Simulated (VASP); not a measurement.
# AlNi in VASP: a series of runs

AlNi is run at these levels: PBEsol; tasks: single point.

All numbers are computed with VASP 6.6.1; they aren't measurements. Logs are shortened: lines on timing, memory, paths and dates and some standing lists are left out, and cuts for length are marked.

### Step 1. The cell of the first run

It takes space group Cmmm (No. 65, orthorhombic). The conventional cell has a = 3.877 Å, b = 3.906 Å, c = 3.099 Å, α = 90.00°, β = 90.00°, γ = 90.00°. Al (site symmetry mmm) has 8 Ni at 2.48 to 2.49 Å and 6 Al at 2.75 to 3.10 Å within 3.3 Å. Within 3.3 Å of Ni (site symmetry mmm) lie 8 Al at 2.48 to 2.49 Å and 6 Ni at 2.75 to 3.10 Å.

### Step 2. Single point, PBEsol

Input file INCAR:

```
PREC     = Accurate       # precision mode
ENCUT    = 520            # plane-wave cutoff, eV
EDIFF    = 1E-6           # SCF threshold, eV
ISMEAR   = 0              # smearing method
SIGMA    = 0.1            # smearing width, eV
LREAL    = False          # projectors in reciprocal space
LASPH    = True           # aspherical terms in the spheres
NELM     = 100            # most SCF steps
ALGO     = Normal         # electronic algorithm
ISIF     = 2              # what is computed and relaxed
LWAVE    = False          # write WAVECAR
LCHARG   = False          # write CHGCAR
GGA      = PS             # functional
NBANDS   = 14             # bands
```

Input file KPOINTS:

```
Automatic mesh
0
Gamma
  4 4 4
```

Input file POSCAR:

```
AlNi
1.0
    1.9386940000     -1.9531901500      0.0000000000
    1.9386940000      1.9531901500      0.0000000000
    0.0000000000      0.0000000000      3.0994300413
Al Ni
1 1
Direct
    0.0000000000      0.0000000000      0.0000000000
    0.5000000000      0.5000000000      0.5000000000
```

Potentials or basis: VASP PAW PBE potentials, release 64 (Al, Ni).

Command:

```bash
$ cat potpaw_PBE.64/Al/POTCAR potpaw_PBE.64/Ni/POTCAR > POTCAR
$ mpirun -np 1 vasp_std > vasp.out
```

OUTCAR:

```text
PREC = Accurate
   ENCUT = 520
   EDIFF = 1E-6
   ISMEAR = 0
   LREAL = False
   LASPH = True
   NELM = 100
   ISIF = 2
   GGA = PS

 ion  position               nearest neighbor table
   1  0.000  0.000  0.000-   2 2.48   2 2.48   2 2.48   2 2.48   2 2.49   2 2.49   2 2.49   2 2.49

   2  0.500  0.500  0.500-   1 2.48   1 2.48   1 2.48   1 2.48   1 2.49   1 2.49   1 2.49   1 2.49

  LATTYP: Found a base centered orthorhombic cell.
 ALAT       =     3.8773880000
 B/A-ratio  =     1.0074772759
 C/A-ratio  =     0.7993603017

  Lattice vectors:

 A1 = (   1.9386940000,  -1.9531901500,   0.0000000000)
 A2 = (   1.9386940000,   1.9531901500,   0.0000000000)
 A3 = (   0.0000000000,   0.0000000000,   3.0994300413)

Analysis of symmetry for initial positions (statically):
=====================================================================
 Subroutine PRICEL returns:
 Original cell was already a primitive cell.

 Routine SETGRP: Setting up the symmetry group for a
 base centered orthorhombic supercell.

 Subroutine GETGRP returns: Found  8 space group operations
 (whereof  8 operations were pure point group operations)
 out of a pool of  8 trial point group operations.

The static configuration has the point symmetry D_2h.

Analysis of symmetry for dynamics (positions and initial velocities):
=====================================================================
 Subroutine PRICEL returns:
 Original cell was already a primitive cell.

 Routine SETGRP: Setting up the symmetry group for a
 base centered orthorhombic supercell.

 Subroutine GETGRP returns: Found  8 space group operations
 (whereof  8 operations were pure point group operations)
 out of a pool of  8 trial point group operations.

The dynamic configuration has the point symmetry D_2h.

 Subroutine INISYM returns: Found  8 space group operations
 (whereof  8 operations are pure point group operations),
 and found     1 'primitive' translations

----------------------------------------------------------------------------------------

                                     Primitive cell

  volume of cell :      23.4728

  direct lattice vectors                    reciprocal lattice vectors
     1.938694000 -1.953190150  0.000000000     0.257905580 -0.255991461  0.000000000
     1.938694000  1.953190150  0.000000000     0.257905580  0.255991461  0.000000000
     0.000000000  0.000000000  3.099430041     0.000000000  0.000000000  0.322639965

  length of vectors
     2.751996764  2.751996764  3.099430041     0.363382603  0.363382603  0.322639965

  position of ions in fractional coordinates (direct lattice)
     0.000000000  0.000000000  0.000000000
     0.500000000  0.500000000  0.500000000

  ion indices of the primitive-cell ions
   primitive index   ion index
                 1           1
                 2           2

----------------------------------------------------------------------------------------

 KPOINTS: Automatic mesh

Automatic generation of k-mesh.
 Grid dimensions read from file:
 generate k-points for:    4    4    4

 Generating k-lattice:

  Cartesian coordinates                     Fractional coordinates (reciprocal lattice)
     0.064476395 -0.063997865  0.000000000     0.250000000  0.000000000  0.000000000
     0.064476395  0.063997865  0.000000000     0.000000000  0.250000000  0.000000000
     0.000000000  0.000000000  0.080659991     0.000000000  0.000000000  0.250000000

  Length of vectors
     0.090845651  0.090845651  0.080659991

  Shift w.r.t. Gamma in fractional coordinates (k-lattice)
     0.000000000  0.000000000  0.000000000

 Subroutine IBZKPT returns following result:
 ===========================================

 Found     21 irreducible k-points:

 Following reciprocal coordinates:
            Coordinates               Weight
  0.000000  0.000000  0.000000      1.000000
  0.250000  0.000000  0.000000      4.000000
  0.500000  0.000000  0.000000      2.000000
  0.250000  0.250000  0.000000      2.000000
  0.500000  0.250000  0.000000      4.000000
 -0.250000  0.250000  0.000000      2.000000
[... 13 lines left out ...]
 -0.250000  0.250000  0.500000      2.000000
  0.500000  0.500000  0.500000      1.000000
   k-points           NKPTS =     21   k-points in BZ     NKDIM =     21   number of bands    NBANDS=     14
   number of dos      NEDOS =    301   number of ions     NIONS =      2
   total plane-waves  NPLWV =   9600
   dimension x,y,z NGX =    20 NGY =   20 NGZ =   24
   dimension x,y,z NGXF=    40 NGYF=   40 NGZF=   48
   ions per type =               1   1
   NGX,Y,Z   is equivalent  to a cutoff of  12.08, 12.08, 12.87 a.u.
   NGXF,Y,Z  is equivalent  to a cutoff of  24.16, 24.16, 25.75 a.u.
 SYSTEM =  unknown system
   PREC   = accura    normal or accurate (medium, high low for compatibility)
   ISTART =      0    job   : 0-new  1-cont  2-samecut
   ICHARG =      2    charge: 1-file 2-atom 10-const
   ISPIN  =      1    spin polarized calculation?
   LNONCOLLINEAR =      F non collinear calculations
   LSORBIT =      F    spin-orbit coupling
   LASPH  =      T    aspherical Exc in radial PAW
   ENCUT  =  520.0 eV  38.22 Ry    6.18 a.u.   5.12  5.12  5.76*2*pi/ulx,y,z
   NELM   =    100;   NELMIN=  2; NELMDL= -5     # of ELM steps
   EDIFF  = 0.1E-05   stopping-criterion for ELM
   LREAL  =      F    real-space projection
   EDIFFG = 0.1E-04   stopping-criterion for IOM
   NSW    =      0    number of steps for IOM
   IBRION =     -1    ionic relax: 0-MD 1-quasi-New 2-CG
   NFREE  =      0    steps in history (QN), initial steepest desc. (CG)
   ISIF   =      2    stress and relaxation
   ISYM   =      2    0-nonsym 1-usesym 2-fastsym
   POTIM  = 0.5000    time-step for ionic-motion
   TEBEG  =    0.0;   TEEND  =   0.0 temperature during run
   PSTRESS=    0.0 pullay stress
   NELECT =      13.0000    total number of electrons
   NUPDOWN=      -1.0000    fix difference up-down
   EMIN   =  10.00;   EMAX   =-10.00  energy-range for DOS
   EFERMI =   0.00;   METHOD = LEGACY
   ISMEAR =     0;   SIGMA  =   0.10  broadening in eV -4-tet -1-fermi 0-gaus
   EFERMI_NEDOS =   21; number of points for ismear=-14 and -15
   IALGO  =     38    algorithm
   IMIX   =      4    mixing-type and parameters
     AMIX     =   0.40;   BMIX     =  1.00
     AMIX_MAG =   1.60;   BMIX_MAG =  1.00
  volume/ion in A,a.u.               =      11.74        79.20
  Fermi-wavevector in a.u.,A,eV,Ry     =   1.344417  2.540580 24.591955  1.807458
  Thomas-Fermi vector in A             =   2.472413
   LORBIT       =      0    0 simple, 1 ext, 2 COOP (PROOUT), +10 PAW based schemes
   GGA     = PS    functional components
   LHFCALC =     F    Hartree Fock is set to
   AEXX    =    0.0000 exact exchange contribution
   IVDW    =     0    specifies the selected vdW correction
   LEPSILON=     F    determine dielectric tensor
   LRPA    =     F    only Hartree local field effects (RPA)
 non-spin polarized calculation
 Gauss-broadening in eV      SIGMA  =   0.10
  energy-cutoff  :      520.00
  volume of cell :       23.47
 maximum number of plane-waves:       646
   NGX = 11   NGY = 11   NGZ = 11

 number of electron      13.0000022 magnetization

 Free energy of the ion-electron system (eV)
  ---------------------------------------------------
  ext. energy  EPLUGINS =         0.00000000
  ---------------------------------------------------
  free energy    TOTEN  =       -11.54037653 eV

  energy without entropy =      -11.53017486  energy(sigma->0) =      -11.53527569

 E-fermi :   9.9563     XC(G=0): -12.2545

 val. band max:        9.9533483106   @ k =   0.5000   0.5000   0.2500
 cond. band min:       9.9886914198   @ k =   0.5000   0.2500   0.5000
 fundamental gap:      0.0353431092
 Fermi energy:         9.9562845903

 k-point     1 :       0.0000    0.0000    0.0000
  band No.  band energies     occupation
      1      -1.1371      2.00000
      2       6.7362      2.00000
      3       6.9232      2.00000
      4       8.5229      2.00000
      5       8.5513      2.00000
      6       8.8621      2.00000
      7      13.0774      0.00000
      8      17.1820      0.00000
      9      17.2298      0.00000
     10      17.3302      0.00000
     11      18.8295      0.00000
     12      24.7642      0.00000
     13      30.5501      0.00000
     14      30.5624      0.00000

 k-point     2 :       0.2500    0.0000    0.0000
  band No.  band energies     occupation
      1       0.1038      2.00000
      2       6.6880      2.00000
      3       7.0752      2.00000
      4       7.8957      2.00000
      5       8.4729      2.00000
      6       8.5991      2.00000
      7      11.6441      0.00000
      8      14.7708      0.00000
      9      17.6882      0.00000
     10      18.6387      0.00000
     11      22.0347      0.00000
     12      24.3121      0.00000
     13      27.4492      0.00000
     14      27.6820      0.00000

 k-point     3 :       0.5000    0.0000    0.0000
  band No.  band energies     occupation
      1       3.4244      2.00000
      2       3.6069      2.00000
      3       7.3812      2.00000
      4       7.4223      2.00000
      5       8.1326      2.00000
      6       8.6615      2.00000
      7       9.8490      1.87062
      8      17.9240      0.00000
      9      18.0735      0.00000
     10      19.5363      0.00000
     11      21.7715      0.00000
     12      22.8785      0.00000
     13      23.4520      0.00000
     14      25.0833      0.00000

 k-point     4 :       0.2500    0.2500    0.0000
  band No.  band energies     occupation
      1       1.3115      2.00000
      2       6.9073      2.00000
      3       7.1785      2.00000
      4       7.9099      2.00000
      5       8.0941      2.00000
      6       8.1489      2.00000
      7      11.7184      0.00000
      8      13.7150      0.00000
      9      16.3380      0.00000
     10      18.7969      0.00000
     11      22.0654      0.00000
     12      24.8022      0.00000
     13      25.4997      0.00000
     14      26.2143      0.00000

 k-point     5 :       0.5000    0.2500    0.0000
  band No.  band energies     occupation
      1       4.2898      2.00000
      2       4.6105      2.00000
      3       7.5759      2.00000
      4       7.7195      2.00000
      5       7.9179      2.00000
      6       8.1600      2.00000
      7       9.7912      1.98041
      8      15.9334      0.00000
      9      16.1180      0.00000
     10      19.8374      0.00000
     11      20.0074      0.00000
[... 225 lines left out ...]
 k-point    19 :       0.5000    0.2500    0.5000
  band No.  band energies     occupation
      1       5.2353      2.00000
      2       6.2808      2.00000
      3       6.4044      2.00000
      4       7.8045      2.00000
      5       9.0014      2.00000
      6       9.6125      2.00000
      7       9.9887      0.64674
      8      11.6916      0.00000
      9      12.6789      0.00000
     10      18.3320      0.00000
     11      18.6801      0.00000
     12      19.6128      0.00000
     13      22.5703      0.00000
     14      32.5629      0.00000

 k-point    20 :      -0.2500    0.2500    0.5000
  band No.  band energies     occupation
      1       3.9488      2.00000
      2       5.1962      2.00000
      3       7.0190      2.00000
      4       7.8969      2.00000
      5       8.1913      2.00000
      6       8.8712      2.00000
      7       9.0963      2.00000
      8      15.2866      0.00000
      9      16.1081      0.00000
     10      16.4611      0.00000
     11      17.6836      0.00000
     12      23.1719      0.00000
     13      27.2040      0.00000
     14      30.2106      0.00000

 k-point    21 :       0.5000    0.5000    0.5000
  band No.  band energies     occupation
      1       5.9994      2.00000
      2       6.0090      2.00000
      3       6.0329      2.00000
      4       8.9900      2.00000
      5       9.3931      2.00000
      6      11.9878      0.00000
      7      12.2189      0.00000
      8      12.3360      0.00000
      9      14.1007      0.00000
     10      14.2492      0.00000
     11      14.3351      0.00000
     12      15.5582      0.00000
     13      18.1386      0.00000
     14      36.1753      0.00000

------------------------ aborting loop because EDIFF is reached ----------------------------------------

  FORCE on cell =-STRESS in cart. coord.  units (eV):
  Direction    XX          YY          ZZ          XY          YZ          ZX
  --------------------------------------------------------------------------------------
  -------------------------------------------------------------------------------------
  Total        0.5710094      0.5889970     -0.9251681      0.0000000      0.0000000      0.0000000
  in kB       38.9751867     40.2029577    -63.1488715      0.0000000      0.0000000      0.0000000
  external PRESSURE =       5.3430910 kB  Pullay stress =       0.0000000 kB

 VOLUME and BASIS-vectors are now :
 -----------------------------------------------------------------------------
  energy-cutoff  :      520.00
  volume of cell :       23.47
      direct lattice vectors                 reciprocal lattice vectors
     1.938694000 -1.953190150  0.000000000     0.257905580 -0.255991461  0.000000000
     1.938694000  1.953190150  0.000000000     0.257905580  0.255991461  0.000000000
     0.000000000  0.000000000  3.099430041     0.000000000  0.000000000  0.322639965

 POSITION                                       TOTAL-FORCE (eV/Angst)
 -----------------------------------------------------------------------------------
      0.00000      0.00000      0.00000         0.000000      0.000000      0.000000
      1.93869      0.00000      1.54972        -0.000000     -0.000000      0.000000
 -----------------------------------------------------------------------------------
    total drift:                                0.000000      0.000000      0.000000

  FREE ENERGIE OF THE ION-ELECTRON SYSTEM (eV)
  ---------------------------------------------------
  free  energy   TOTEN  =       -11.5403765288 eV

  energy  without entropy=      -11.5301748579  energy(sigma->0) =      -11.53527569
```

It took 4.4 s on 1 thread of Intel Xeon Platinum 8559C (Emerald Rapids), shared host; peak memory 0.12 GiB.

What came out:

```yaml
Free_energy: -11.5404 eV
Pressure: 0.5 GPa
```

Stress tensor (GPa, compression positive):
```
 3.90  0.00  0.00
 0.00  4.02  0.00
 0.00  0.00 -6.31
```

Caveat: the k points lie up to 0.57 Å⁻¹ apart; the PAW data sets were made with another functional, which shifts forces and pressure a little. Spin polarisation is off, so any magnetic state and its effect on volume and gap are missing.

### Step 3. Single point, PBEsol

This run uses another cell than the first one, of 12.03 Å³/atom, 1.025 times its volume.

Input file INCAR:

```
SYSTEM = AlNi
PREC = Accurate
ENCUT = 520
EDIFF = 1E-6
ISMEAR = 0
SIGMA = 0.1
LREAL = .FALSE.
LASPH = .TRUE.
NELM = 60
ALGO = Normal
ISIF = 2
LWAVE = .FALSE.
LCHARG = .TRUE.
GGA = PS
LELF = .TRUE.
LVHAR = .TRUE.
NBANDS = 14
```

Input file KPOINTS:

```
regular mesh
0
G
  4 4 4
  0 0 0
```

Input file POSCAR:

```
AlNi
1.0
    1.9200181183     -1.9425589801     -0.0037790393
    1.9512319427      1.9735411424      0.0255001712
    0.0173630105      0.0232309344      3.1752880394
Al Ni
1 1
Direct
   -0.0042343019      0.0203536993     -0.0081235684
    0.5000516049      0.4946897599      0.4962920952
```

Potentials or basis: VASP PAW PBE potentials, release 64 (Al, Ni).

Command:

```bash
$ cat potpaw_PBE.64/Al/POTCAR potpaw_PBE.64/Ni/POTCAR > POTCAR
$ mpirun -np 1 vasp_std > vasp.out
```

Wall time 6.9 s (1 thread of Intel Xeon Platinum 8559C (Emerald Rapids), shared host); peak memory 0.13 GiB.

Results (log left out):

* Free energy: -11.4904 eV
* Pressure: -3.2 GPa
* Largest force: 0.387 eV/Å

Forces on the atoms (eV/Å):
```
Al  -0.226 -0.292  0.115
Ni   0.226  0.292 -0.115
```

Stress tensor (GPa, compression positive):
```
  0.82  -1.31  -1.31
 -1.31   1.13  -1.62
 -1.31  -1.62 -11.47
```

Levels at points of the mesh, in eV from the Fermi level:
```tsv
k point	band 3	band 4	band 5	band 6	band 7	band 8	band 9	band 10	band 11	band 12
(0.00, 0.00, 0.00)	-2.98	-1.48	-1.43	-1.07	2.53	6.82	7.11	7.67	8.81	14.48
(0.50, 0.00, 0.00)	-2.62	-2.53	-1.82	-1.34	-0.07	7.45	7.93	9.11	11.67	12.65
(0.00, 0.50, 0.00)	-2.62	-2.58	-1.73	-1.31	-0.17	7.25	7.89	8.93	12.14	12.72
(0.50, 0.50, 0.00)	-2.30	-2.26	-2.15	-1.98	-0.57	2.41	3.45	10.37	13.06	13.27
(0.00, 0.00, 0.50)	-2.70	-1.88	-1.79	-1.19	-1.04	8.53	11.14	11.18	11.71	11.78
(0.50, 0.00, 0.50)	-3.24	-2.59	-1.74	-1.67	-1.10	1.51	2.22	13.45	15.21	15.88
(0.00, 0.50, 0.50)	-3.35	-2.69	-1.67	-1.63	-1.11	1.31	2.11	13.89	15.72	16.03
(0.50, 0.50, 0.50)	-3.86	-1.06	-0.56	1.91	2.24	2.41	3.76	4.01	4.29	5.59
```

Caveat: the k points lie up to 0.58 Å⁻¹ apart; the PAW data sets were made with another functional, which shifts forces and pressure a little.

[end of part 1 of 2]
